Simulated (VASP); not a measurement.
Wanted: the native input for a VASP 6.6.1 run.

```
Task                   : single point
Functional             : PBE
Potentials or basis    : VASP PAW PBE potentials, release 64 (Ba_sv, Zr_sv, O)
Cutoff                 : 520 eV
k mesh                 : 6 × 6 × 6
Occupations            : fermi-dirac, width 0.02 eV
Spin                   : no spin polarisation
Dipole correction      : no
Further INCAR settings : ALGO = Normal; EDIFF = 1e-06; NBANDS = 28
```

The structure of BaZrO3 lies in POSCAR:

```
BaZrO3
1.0
    4.2053404461      0.0000000000      0.0000000000
    0.0000000000      4.2053404461      0.0000000000
    0.0000000000      0.0000000000      4.2053404461
Ba Zr O
1 1 3
Direct
    0.0000000000      0.0000000000      0.0000000000
    0.5000000000      0.5000000000      0.5000000000
    0.5000000000      0.0000000000      0.5000000000
    0.5000000000      0.5000000000      0.0000000000
    0.0000000000      0.5000000000      0.5000000000
```

The input as run:

INCAR

```
SYSTEM = BaZrO3
ALGO = Normal
EDIFF = 1E-6
ENCUT = 520
GGA = PE
ISIF = 2
ISMEAR = -1
LASPH = .True.
LCHARG = .True.
LELF = .True.
LREAL = .False.
LVHAR = .True.
LWAVE = .False.
NBANDS = 28
NELM = 80
PREC = Accurate
SIGMA = 0.02
```

KPOINTS

```
k-points
0
Gamma
  6 6 6
  0 0 0
```

Potentials or basis: VASP PAW PBE potentials, release 64 (Ba_sv, Zr_sv, O).

The run is started by

```sh
$ cat potpaw_PBE.64/Ba_sv/POTCAR potpaw_PBE.64/Zr_sv/POTCAR potpaw_PBE.64/O/POTCAR > POTCAR
$ mpirun -np 1 vasp_std > vasp.out
```

Results of the run:

```
Pressure               : 3.4 GPa
Band gap on the k mesh : 3.17 eV (least direct gap 3.40 eV)
```

Caveat: the cell stands under pressure; spin-orbit coupling is left out, which moves the levels of the heavy elements.

Run time: 42 s on 1 thread of Intel Xeon 8259CL, on a shared host, peak memory 0.2 GiB.
